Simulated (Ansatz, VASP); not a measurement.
# One calculation of Na2TeBr6, two programs

INCAR

```
  PREC = Accurate
  ENCUT = 520
  EDIFF = 1E-6
  ISMEAR = -1
  SIGMA = 0.0274
  LREAL = False
  LASPH = True
  NELM = 100
  ALGO = Normal
  ISIF = 2
  LWAVE = False
  LCHARG = True
  GGA = PE
  LELF = True
  LVHAR = True
  NBANDS = 41
```

The input KPOINTS:

```
regular mesh
0
Gamma
  3 3 3
```

Contents of POSCAR:

```
Na2TeBr6
1.0
    0.0000000000      5.2095380000      5.2095380000
    5.2095380000      0.0000000000      5.2095380000
    5.2095380000      5.2095380000      0.0000000000
Na Te Br
2 1 6
Direct
    0.2500000000      0.2500000000      0.2500000000
    0.7500000000      0.7500000000      0.7500000000
    0.0000000000      0.0000000000      0.0000000000
    0.7532000000      0.2468000000      0.2468000000
    0.2468000000      0.7532000000      0.2468000000
    0.2468000000      0.7532000000      0.7532000000
    0.7532000000      0.2468000000      0.7532000000
    0.2468000000      0.2468000000      0.7532000000
    0.7532000000      0.7532000000      0.2468000000
```

Input for Ansatz:

```yaml
crystal:
  lattice:
    - [0.0, 5.209538, 5.209538]
    - [5.209538, 0.0, 5.209538]
    - [5.209538, 5.209538, 0.0]
  atoms:
    - { symbol: Na, position: [0.25, 0.25, 0.25] }
    - { symbol: Na, position: [0.75, 0.75, 0.75] }
    - { symbol: Te, position: [0.0, 0.0, 0.0] }
    - { symbol: Br, position: [0.7532, 0.2468, 0.2468] }
    - { symbol: Br, position: [0.2468, 0.7532, 0.2468] }
    - { symbol: Br, position: [0.2468, 0.7532, 0.7532] }
    - { symbol: Br, position: [0.7532, 0.2468, 0.7532] }
    - { symbol: Br, position: [0.2468, 0.2468, 0.7532] }
    - { symbol: Br, position: [0.7532, 0.7532, 0.2468] }
  symmetry: { tolerance: 0.0003 }
kpoints:
  mp_grid: { grid: [3, 3, 3], shift: [0, 0, 0] }
magnetization:
  spin_polarized: false
scf:
  occupations: { method: fermi_dirac, width: 0.0274 }
hamiltonian:
  pseudopotentials: { kind: paw }
  xc: pbe
basis:
  ecutwfc: 420
output:
  forces: true
  stress: true
  eigenvalues: true
```

Alike in both runs: task single point; functional PBE; k mesh 3 × 3 × 3; occupations fermi-dirac, width 0.0274 eV; no spin polarisation.

|  | VASP | Ansatz |
| --- | --- | --- |
| version | VASP 6.6.1 | Ansatz 0.2.0 |
| potentials or method | VASP PAW PBE potentials, release 64 (Na_pv, Te, Br), cutoff 520 eV | PAW plane waves |
| valence electrons in the cell | 62 | 76 |

|  | VASP | Ansatz | Ansatz less VASP |
| --- | --- | --- | --- |
| gap on the k mesh at the Fermi level (eV) | 2.24 | 2.24 | 0.000 |
| pressure (GPa) | 4.9 | 4.9 | +0.01 |
| rms of the force components (eV/Å) | 0.726 | 0.727 | +0.0009 |

Atom by atom the forces differ by 0.001 eV/Å (rms over components). VASP's potentials hold 62 valence electrons a cell and Ansatz's 76, so a difference there can come from the potentials and not from the codes.

Spin-orbit coupling is off throughout.
